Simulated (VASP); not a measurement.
Wanted: the native input for a VASP 6.6.1 run.

| Property | Result |
| --- | --- |
| Task | single point |
| Functional | LDA |
| Potentials or basis | VASP PAW PBE potentials, release 64 (Eu, I) |
| Cutoff | 520 eV |
| k mesh | 3 × 3 × 3 |
| Occupations | gaussian, width 0.05 eV |
| Spin | collinear spin, ferromagnetic start |
| Starting moments | [7.21, -0.18, -0.18, -0.18] μB |
| Dipole correction | no |
| Further INCAR settings | ALGO = Normal; EDIFF = 1e-06; NBANDS = 31 |

The structure of EuI3 lies in POSCAR:

```
EuI3
1.0
    6.3356833300      0.0000000000      0.0000000000
    0.0000000000      6.3356833300      0.0000000000
    0.0000000000      0.0000000000      6.3356833300
Eu I
1 3
Direct
    0.0000000000      0.0000000000      0.0000000000
    0.5000000000      0.0000000000      0.0000000000
    0.0000000000      0.0000000000      0.5000000000
    0.0000000000      0.5000000000      0.0000000000
```

These files were run (other wordings do the same):

INCAR

```
SYSTEM = EuI3
PREC = Accurate
ENCUT = 520
EDIFF = 1E-6
ISMEAR = 0
SIGMA = 0.05
LREAL = .FALSE.
LASPH = .TRUE.
NELM = 150
ALGO = Normal
ISIF = 2
LWAVE = .FALSE.
LCHARG = .TRUE.
ISPIN = 2
MAGMOM = 7.21 -0.18 -0.18 -0.18
LORBIT = 11
LMAXMIX = 6
GGA = CA
LELF = .TRUE.
LVHAR = .TRUE.
NBANDS = 31
```

KPOINTS

```
regular mesh
0
G
  3 3 3
  0 0 0
```

Potentials or basis: VASP PAW PBE potentials, release 64 (Eu, I).

Run with:

```bash
$ cat potpaw_PBE.64/Eu/POTCAR potpaw_PBE.64/I/POTCAR > POTCAR
$ mpirun -np 1 vasp_std > vasp.out
```

It gave:

```yaml
Pressure: -2.1 GPa
Band_gap_on_the_k_mesh: zero (filled and empty bands overlap)
Net_moment: 6.00 μB per cell
Site_moments: Eu +6.39; I -0.14 μB
Valence_electrons_inside_the_program's_atomic_spheres: Eu 14.51; I 4.28
```

Caveat: the PAW data sets were made with another functional, which shifts forces and pressure a little; spin-orbit coupling is left out, which moves the levels of the heavy elements; semilocal functionals describe open f shells poorly, which spoils levels, moments and volumes.

Wall time 2.2 min on 1 thread of Intel(R) Xeon(R) Platinum 8259CL CPU @ 2.50GHz (Skylake/Cascade Lake) (shared host), peak memory 0.31 GiB.
